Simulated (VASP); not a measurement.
Wanted: the native input for a VASP 6.6.1 run.

```
Task                   : single point
Functional             : PBE
Potentials or basis    : VASP PAW PBE potentials, release 64 (Pb_d, Se)
Cutoff                 : 520 eV
k mesh                 : 9 × 9 × 9
Occupations            : fermi-dirac, width 0.01 eV
Spin                   : non-collinear spin, zero start, spin-orbit coupling
Starting moments       : [[0.0, 0.0, 0.0], [0.0, 0.0, 0.0]] μB
Dipole correction      : no
Further INCAR settings : ALGO = Normal; EDIFF = 1e-06; NBANDS = 32
```

The structure of PbSe lies in POSCAR:

```
PbSe
1.0
    0.0000000000      3.0621500000      3.0621500000
    3.0621500000      0.0000000000      3.0621500000
    3.0621500000      3.0621500000      0.0000000000
Pb Se
1 1
Direct
    0.0000000000      0.0000000000      0.0000000000
    0.5000000000      0.5000000000      0.5000000000
```

One way to write it, as run:

INCAR

```
SYSTEM = PbSe
PREC = Accurate
ENCUT = 520
EDIFF = 1E-6
ISMEAR = -1
SIGMA = 0.01
LREAL = .False.
LASPH = .True.
NELM = 150
ALGO = Normal
ISIF = 2
LWAVE = .False.
LCHARG = .False.
MAGMOM = 0 0 0 0 0 0
LORBIT = 11
LSORBIT = .True.
GGA_COMPAT = .False.
LORBMOM = .True.
GGA = PE
NBANDS = 32
```

KPOINTS

```
Automatic mesh
0
Gamma
  9 9 9
  0 0 0
```

Potentials or basis: VASP PAW PBE potentials, release 64 (Pb_d, Se).

The run is started by

```bash
$ cat potpaw_PBE.64/Pb_d/POTCAR potpaw_PBE.64/Se/POTCAR > POTCAR
$ mpirun -np 1 vasp_ncl > vasp.out
```

Results of the run:

| Property | Result |
| --- | --- |
| Pressure | 2.1 GPa |
| Net moment | 0.00 μB per cell |
| Valence electrons inside the program's atomic spheres | Pb 11.87; Se 3.81 |

It took 100 s on 1 thread of Intel(R) Xeon(R) Platinum 8488C (Sapphire Rapids), on a shared host, peak memory 0.35 GiB.
